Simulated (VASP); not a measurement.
Mg2C, 6 atoms in the cell. The typed cell holds 6 atoms: a = 5.918 Å, b = 5.918 Å, c = 3.704 Å, α = 90.00°, β = 90.00°, γ = 43.66°. 

| Quantity | Value |
| --- | --- |
| Program | VASP 6.6.1 |
| Task | single point |
| Functional | PBE |
| Potentials or basis | VASP PAW PBE potentials, release 64 (Mg, C) |
| Cutoff | 520 eV |
| k mesh | 4 × 4 × 4 |
| Occupations | gaussian, width 0.1 eV |
| Spin | no spin polarisation |
| Dipole correction | no |
| Further INCAR settings | ALGO = Normal; EDIFF = 1e-06; NBANDS = 17 |

Potentials or basis: VASP PAW PBE potentials, release 64 (Mg, C).

Command:

```console
$ cat potpaw_PBE.64/Mg/POTCAR potpaw_PBE.64/C/POTCAR > POTCAR
$ mpirun -np 1 vasp_std > vasp.out
```

Hardware: 1 thread of Oxide Virtual Turin-like Processor (shared host).

Problem. How long does it take, and how much memory?

Solution. It took 84 s on 1 thread of Oxide Virtual Turin-like Processor, with other jobs on the host, peak memory 0.21 GiB. Counts: scf iterations 14, k points 21.
